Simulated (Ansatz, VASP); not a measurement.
## Rh: VASP beside Ansatz

The input INCAR:

```
  ALGO = Normal
  EDIFF = 1E-6
  ENCUT = 530
  GGA_COMPAT = False
  ISIF = 2
  ISMEAR = -1
  LASPH = True
  LCHARG = False
  LREAL = False
  LWAVE = False
  NBANDS = 14
  NELM = 120
  PREC = Accurate
  SIGMA = 0.05
```

KPOINTS

```
k-points
0
Gamma
  12 12 12
```

POSCAR

```
Rh
1.0
    0.0000000000      1.9228245745      1.9228245745
    1.9228245745      0.0000000000      1.9228245745
    1.9228245745      1.9228245745      0.0000000000
Rh
1
Direct
    0.0000000000      0.0000000000      0.0000000000
```

input.yaml

```yaml
crystal:
  lattice:
    - [0.0, 1.9228245745, 1.9228245745]
    - [1.9228245745, 0.0, 1.9228245745]
    - [1.9228245745, 1.9228245745, 0.0]
  atoms:
    - { symbol: Rh, position: [0.0, 0.0, 0.0] }
hamiltonian:
  xc: lda
  pseudopotentials: { kind: paw }
kpoints:
  mp_grid: { grid: [12, 12, 12] }
scf:
  occupations: { method: fermi_dirac, width: 0.05 }
output:
  forces: true
  stress: true
  eigenvalues: true
```

Alike in both runs: task single point; functional LDA; k mesh 12 × 12 × 12; occupations fermi-dirac, width 0.05 eV; no spin polarisation.

|  | VASP | Ansatz |
| --- | --- | --- |
| version | VASP 6.6.1 | Ansatz 0.2.0 |
| potentials or method | VASP PAW LDA potentials, release 64 (Rh_sv_GW) | Ansatz PAW |
| plane-wave cutoff (eV) | 530 | 420 |
| valence electrons in the cell | 17 | 17 |

Ansatz gave:

| Item | Value |
| --- | --- |
| gap on the k mesh at the Fermi level (eV) | none |
| pressure (GPa) | -19.3 |

Problem. What did VASP give for the same quantities?

Solution. gap on the k mesh at the Fermi level (eV): none; pressure (GPa): -21.3.

LDA's correlation is that of Perdew and Zunger in VASP and of Perdew and Wang (1992) in Ansatz. A gap of «none» marks a metal or a gap that the smearing closes.
